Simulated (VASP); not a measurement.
# Ti (P6_3/mmc) in VASP: a series of runs

The runs below take Ti through single point, with PBEsol+D3(BJ), revPBE+D3(BJ).

Program: VASP 6.6.1. These are calculated values, not measurements. Logs are shortened: lines on timing, memory, paths and dates and some standing lists are left out, and cuts for length are marked.

## Step 1: The cell of the first run

The structure is hexagonal, space group P6_3/mmc (No. 194). Conventional cell: a = 2.930 Å, b = 2.930 Å, c = 4.649 Å, α = 90.00°, β = 90.00°, γ = 120.00°. Within 3.8 Å of Ti (site symmetry -6m2) lie 12 Ti at 2.87 to 2.93 Å.

## Step 2: Single point, PBEsol+D3(BJ)

INCAR

```
SYSTEM = Ti
ALGO = Normal ; EDIFF = 1E-7
ENCUT = 520 ; GGA = PS
ISIF = 2 ; ISMEAR = -1
IVDW = 12 ; LASPH = .TRUE.
LCHARG = .FALSE. ; LREAL = .FALSE.
LWAVE = .FALSE. ; NBANDS = 19
NELM = 100 ; PREC = Accurate
SIGMA = 0.05
```

KPOINTS

```
k-points
0
G
  10 10 6
  0 0 0
```

POSCAR

```
Ti
1.0
    2.9302007457      0.0000000000      0.0000000000
   -1.4651003729      2.5376282840      0.0000000000
    0.0000000000      0.0000000000      4.6485896576
Ti
2
Direct
    0.6666666667      0.3333333333      0.7500000000
    0.3333333333      0.6666666667      0.2500000000
```

Potentials or basis: VASP PAW PBE potentials, release 64 (Ti_sv).

On the command line:

```
> cat potpaw_PBE.64/Ti_sv/POTCAR > POTCAR
> mpirun -np 1 vasp_std > vasp.out
```

OUTCAR:

```text
SYSTEM = Ti
   EDIFF = 1E-7
   ENCUT = 520
   GGA = PS
   ISIF = 2
   ISMEAR = -1
   IVDW = 12
   LASPH = .TRUE.
   LREAL = .FALSE.
   NELM = 100
   PREC = Accurate
 IVDW          = 12

 ion  position               nearest neighbor table
   1  0.667  0.333  0.750-   2 2.87   2 2.87   2 2.87   2 2.87   2 2.87   2 2.87
   2  0.333  0.667  0.250-   1 2.87   1 2.87   1 2.87   1 2.87   1 2.87   1 2.87

  LATTYP: Found a hexagonal cell.
 ALAT       =     2.9302007457
 C/A-ratio  =     1.5864406780

  Lattice vectors:

 A1 = (   2.9302007457,   0.0000000000,   0.0000000000)
 A2 = (  -1.4651003729,   2.5376282840,   0.0000000000)
 A3 = (   0.0000000000,   0.0000000000,   4.6485896576)

Analysis of symmetry for initial positions (statically):
=====================================================================
 Subroutine PRICEL returns:
 Original cell was already a primitive cell.

 Routine SETGRP: Setting up the symmetry group for a
 hexagonal supercell.

 Subroutine GETGRP returns: Found 24 space group operations
 (whereof 12 operations were pure point group operations)
 out of a pool of 24 trial point group operations.

The static configuration has the point symmetry D_3d.
 The point group associated with its full space group is D_6h.

Analysis of symmetry for dynamics (positions and initial velocities):
=====================================================================
 Subroutine PRICEL returns:
 Original cell was already a primitive cell.

 Routine SETGRP: Setting up the symmetry group for a
 hexagonal supercell.

 Subroutine GETGRP returns: Found 24 space group operations
 (whereof 12 operations were pure point group operations)
 out of a pool of 24 trial point group operations.

The dynamic configuration has the point symmetry D_3d.
 The point group associated with its full space group is D_6h.

 Subroutine INISYM returns: Found 24 space group operations
 (whereof 12 operations are pure point group operations),
 and found     1 'primitive' translations

----------------------------------------------------------------------------------------

                                     Primitive cell

  volume of cell :      34.5658

  direct lattice vectors                    reciprocal lattice vectors
     2.930200746  0.000000000  0.000000000     0.341273546  0.197034374  0.000000000
    -1.465100373  2.537628284  0.000000000     0.000000000  0.394068748  0.000000000
     0.000000000  0.000000000  4.648589658     0.000000000  0.000000000  0.215119009

  length of vectors
     2.930200746  2.930200746  4.648589658     0.394068748  0.394068748  0.215119009

  position of ions in fractional coordinates (direct lattice)
     0.666666667  0.333333333  0.750000000
     0.333333333  0.666666667  0.250000000

  ion indices of the primitive-cell ions
   primitive index   ion index
                 1           1
                 2           2

----------------------------------------------------------------------------------------

 KPOINTS: k-points

Automatic generation of k-mesh.
 Grid dimensions read from file:
 generate k-points for:   10   10    6

 Generating k-lattice:

  Cartesian coordinates                     Fractional coordinates (reciprocal lattice)
     0.034127355  0.019703437  0.000000000     0.100000000 -0.000000000  0.000000000
     0.000000000  0.039406875  0.000000000     0.000000000  0.100000000  0.000000000
     0.000000000  0.000000000  0.035853168     0.000000000  0.000000000  0.166666667

  Length of vectors
     0.039406875  0.039406875  0.035853168

  Shift w.r.t. Gamma in fractional coordinates (k-lattice)
     0.000000000  0.000000000  0.000000000

 Subroutine IBZKPT returns following result:
 ===========================================

 Found     56 irreducible k-points:

 Following reciprocal coordinates:
            Coordinates               Weight
  0.000000  0.000000  0.000000      1.000000
  0.100000  0.000000  0.000000      6.000000
  0.200000  0.000000  0.000000      6.000000
  0.300000  0.000000  0.000000      6.000000
  0.400000  0.000000  0.000000      6.000000
  0.500000  0.000000  0.000000      3.000000
[... 16 lines left out ...]
  0.300000  0.100000  0.166667     24.000000
  0.400000  0.100000  0.166667     24.000000
 [... further k-points ...]
   k-points           NKPTS =     56   k-points in BZ     NKDIM =     56   number of bands    NBANDS=     19
   number of dos      NEDOS =    301   number of ions     NIONS =      2
   total plane-waves  NPLWV =  20736
   dimension x,y,z NGX =    24 NGY =   24 NGZ =   36
   dimension x,y,z NGXF=    48 NGYF=   48 NGZF=   72
   ions per type =               2
   NGX,Y,Z   is equivalent  to a cutoff of  13.62, 13.62, 12.87 a.u.
   NGXF,Y,Z  is equivalent  to a cutoff of  27.23, 27.23, 25.75 a.u.
 SYSTEM =  Ti
   PREC   = accura    normal or accurate (medium, high low for compatibility)
   ISTART =      0    job   : 0-new  1-cont  2-samecut
   ICHARG =      2    charge: 1-file 2-atom 10-const
   ISPIN  =      1    spin polarized calculation?
   LNONCOLLINEAR =      F non collinear calculations
   LSORBIT =      F    spin-orbit coupling
   LASPH  =      T    aspherical Exc in radial PAW
   ENCUT  =  520.0 eV  38.22 Ry    6.18 a.u.   5.45  5.45  8.64*2*pi/ulx,y,z
   NELM   =    100;   NELMIN=  2; NELMDL= -5     # of ELM steps
   EDIFF  = 0.1E-06   stopping-criterion for ELM
   LREAL  =      F    real-space projection
   EDIFFG = 0.1E-05   stopping-criterion for IOM
   NSW    =      0    number of steps for IOM
   IBRION =     -1    ionic relax: 0-MD 1-quasi-New 2-CG
   NFREE  =      0    steps in history (QN), initial steepest desc. (CG)
   ISIF   =      2    stress and relaxation
   ISYM   =      2    0-nonsym 1-usesym 2-fastsym
   POTIM  = 0.5000    time-step for ionic-motion
   TEBEG  =    0.0;   TEEND  =   0.0 temperature during run
   PSTRESS=    0.0 pullay stress
   NELECT =      24.0000    total number of electrons
   NUPDOWN=      -1.0000    fix difference up-down
   EMIN   =  10.00;   EMAX   =-10.00  energy-range for DOS
   EFERMI =   0.00;   METHOD = LEGACY
   ISMEAR =    -1;   SIGMA  =   0.05  broadening in eV -4-tet -1-fermi 0-gaus
   EFERMI_NEDOS =   21; number of points for ismear=-14 and -15
   IALGO  =     38    algorithm
   IMIX   =      4    mixing-type and parameters
     AMIX     =   0.40;   BMIX     =  1.00
     AMIX_MAG =   1.60;   BMIX_MAG =  1.00
  volume/ion in A,a.u.               =      17.28       116.63
  Fermi-wavevector in a.u.,A,eV,Ry     =   1.449650  2.739441 28.592426  2.101484
  Thomas-Fermi vector in A             =   2.567352
   LORBIT       =      0    0 simple, 1 ext, 2 COOP (PROOUT), +10 PAW based schemes
   GGA     = PS    functional components
   LHFCALC =     F    Hartree Fock is set to
   AEXX    =    0.0000 exact exchange contribution
   IVDW    =    12    specifies the selected vdW correction
   LEPSILON=     F    determine dielectric tensor
   LRPA    =     F    only Hartree local field effects (RPA)
 non-spin polarized calculation
  energy-cutoff  :      520.00
  volume of cell :       34.57
 maximum number of plane-waves:       965
 NGX is ok and might be reduce to    24
   NGX = 11   NGY = 11   NGZ = 17

 number of electron      24.0000000 magnetization

 Free energy of the ion-electron system (eV)
  ---------------------------------------------------
  ext. energy  EPLUGINS =         0.00000000
  ---------------------------------------------------
  free energy    TOTEN  =       -16.67061753 eV

  energy without entropy =      -16.65075773  energy(sigma->0) =      -16.66068763

 E-fermi :   8.2497     XC(G=0): -11.6589

 val. band max:        8.2295729984   @ k =   0.3000   0.2000   0.5000
 cond. band min:       8.2617271062   @ k =   0.0000   0.0000   0.3333
 fundamental gap:      0.0321541079
 Fermi energy:         8.2497120167

 k-point     1 :       0.0000    0.0000    0.0000
  band No.  band energies     occupation
      1     -48.3592      2.00000
      2     -48.2175      2.00000
      3     -25.0572      2.00000
      4     -24.3939      2.00000
      5     -24.3939      2.00000
      6     -24.3292      2.00000
[... 11 lines left out ...]
     18       9.8939      0.00000
     19      11.4378      0.00000

 k-point     2 :       0.1000    0.0000    0.0000
  band No.  band energies     occupation
      1     -48.3490      2.00000
      2     -48.2135      2.00000
      3     -25.0347      2.00000
      4     -24.4399      2.00000
      5     -24.4092      2.00000
      6     -24.3388      2.00000
[... 11 lines left out ...]
     18       9.7423      0.00000
     19      11.5171      0.00000

 k-point     3 :       0.2000    0.0000    0.0000
  band No.  band energies     occupation
      1     -48.3216      2.00000
      2     -48.2037      2.00000
      3     -24.9719      2.00000
      4     -24.5614      2.00000
      5     -24.4602      2.00000
      6     -24.4475      2.00000
[... 11 lines left out ...]
     18      10.2075      0.00000
     19      11.6639      0.00000

 k-point     4 :       0.3000    0.0000    0.0000
  band No.  band energies     occupation
      1     -48.2853      2.00000
      2     -48.1939      2.00000
      3     -24.8823      2.00000
      4     -24.7133      2.00000
      5     -24.6038      2.00000
      6     -24.4926      2.00000
[... 407 lines left out ...]
     18      10.7503      0.00000
     19      11.6429      0.00000

 k-point    23 :       0.3000    0.1000    0.1667
  band No.  band energies     occupation
      1     -48.2580      2.00000
      2     -48.1952      2.00000
      3     -24.8711      2.00000
      4     -24.7392      2.00000
      5     -24.6679      2.00000
      6     -24.5243      2.00000
[... 11 lines left out ...]
     18      11.3209      0.00000
     19      11.8581      0.00000

 k-point    24 :       0.4000    0.1000    0.1667
  band No.  band energies     occupation
      1     -48.2337      2.00000
      2     -48.1936      2.00000
      3     -24.9030      2.00000
      4     -24.7866      2.00000
      5     -24.6758      2.00000
      6     -24.5470      2.00000
[... 11 lines left out ...]
     18      11.7204      0.00000
     19      12.4486      0.00000

 [... further k-points ...]

------------------------ aborting loop because EDIFF is reached ----------------------------------------

 Edisp (eV)   -1.20559

 E8    (eV) :    -0.8436

  FORCE on cell =-STRESS in cart. coord.  units (eV):
  Direction    XX          YY          ZZ          XY          YZ          ZX
  --------------------------------------------------------------------------------------
  -------------------------------------------------------------------------------------
  Total      -2.02030    -2.02030    -2.13460     0.00000    -0.00000    -0.00000
  in kB     -93.64410   -93.64410   -98.94212     0.00000    -0.00000    -0.00000
  external pressure =      -95.41 kB  Pullay stress =        0.00 kB

 VOLUME and BASIS-vectors are now :
 -----------------------------------------------------------------------------
  energy-cutoff  :      520.00
  volume of cell :       34.57
      direct lattice vectors                 reciprocal lattice vectors
     2.930200746  0.000000000  0.000000000     0.341273546  0.197034374  0.000000000
    -1.465100373  2.537628284  0.000000000     0.000000000  0.394068748  0.000000000
     0.000000000  0.000000000  4.648589658     0.000000000  0.000000000  0.215119009

 POSITION                                       TOTAL-FORCE (eV/Angst)
 -----------------------------------------------------------------------------------
      1.46510      0.84588      3.48644         0.000000     -0.000000      0.000000
     -0.00000      1.69175      1.16215        -0.000000      0.000000      0.000000
 -----------------------------------------------------------------------------------
    total drift:                                0.000000     -0.000000      0.000000

  FREE ENERGIE OF THE ION-ELECTRON SYSTEM (eV)
  ---------------------------------------------------
  free  energy   TOTEN  =       -17.8762080243 eV

  energy  without entropy=      -17.8563482296  energy(sigma->0) =      -17.86627813
```

Run time: 16 s. Hardware: 1 thread of Intel Xeon 6975P-C (Granite Rapids), shared host; peak memory 0.17 GiB.

What came out:

* Free energy: -17.8762 eV
* Pressure: -9.5 GPa
* Band gap on the k mesh: zero (band 12 reaches 9.04 eV, above the bottom of band 13 at 8.04 eV)
* Dispersion energy per atom: -0.603 eV

Levels at points of the mesh, in eV from the Fermi level:
| k point | band 10 | band 11 | band 12 | band 13 | band 14 | band 15 |
| --- | --- | --- | --- | --- | --- | --- |
| (0.00, 0.00, 0.00) | -2.70 | 0.79 | 0.79 | 0.79 | 0.89 | 1.29 |
| (0.50, 0.00, 0.00) | -2.17 | -1.86 | -0.60 | 0.49 | 0.63 | 1.19 |
| (0.00, 0.00, 0.50) | -4.35 | 0.09 | 0.09 | 0.69 | 0.69 | 0.69 |
| (0.50, 0.00, 0.50) | -2.55 | -0.81 | -0.81 | 1.36 | 1.36 | 1.75 |

Caveat: the PAW data sets were made with another functional, which shifts forces and pressure a little; pairwise dispersion overbinds metals, which lowers pressure and volume.

## Step 3: Single point, revPBE+D3(BJ)

INCAR

```
SYSTEM = Ti
PREC = Accurate
ENCUT = 520
EDIFF = 1E-6
ISMEAR = -1
SIGMA = 0.05
LREAL = .FALSE.
LASPH = .TRUE.
NELM = 80
ALGO = Fast
ISIF = 2
LWAVE = .FALSE.
LCHARG = .TRUE.
GGA = RE
IVDW = 12
LELF = .TRUE.
LVHAR = .TRUE.
NBANDS = 19
```

KPOINTS

```
regular mesh
0
G
  10 10 6
  0 0 0
```

POSCAR is that of step 2.

Potentials or basis: VASP PAW PBE potentials, release 64 (Ti_sv).

On the command line:

```
> cat potpaw_PBE.64/Ti_sv/POTCAR > POTCAR
> mpirun -np 1 vasp_std > vasp.out
```

It took 56 s on 1 thread of Intel Xeon 6975P-C (Granite Rapids), shared host; peak memory 0.17 GiB.

It converged, with:

```yaml
Free_energy: -17.2876 eV
Pressure: -8.2 GPa
Band_gap_on_the_k_mesh: zero (band 12 reaches 9.26 eV, above the bottom of band 13 at 8.24 eV)
Dispersion_energy_per_atom: -1.125 eV
```

Stress tensor (GPa, compression positive):
```
-8.06  0.00  0.00
 0.00 -8.06  0.00
 0.00  0.00 -8.44
```

Levels at points of the mesh, in eV from the Fermi level:
```tsv
k point	band 9	band 10	band 11	band 12	band 13	band 14	band 15	band 16
(0.00, 0.00, 0.00)	-6.23	-2.70	0.75	0.80	0.80	0.89	1.29	1.29
(0.50, 0.00, 0.00)	-2.35	-2.16	-1.85	-0.63	0.51	0.64	1.19	3.38
(0.00, 0.00, 0.50)	-4.37	-4.37	0.09	0.09	0.70	0.70	0.70	0.70
(0.50, 0.00, 0.50)	-2.55	-2.55	-0.81	-0.81	1.33	1.33	1.76	1.76
```

Caveat: the PAW data sets were made with another functional, which shifts forces and pressure a little; pairwise dispersion overbinds metals, which lowers pressure and volume.
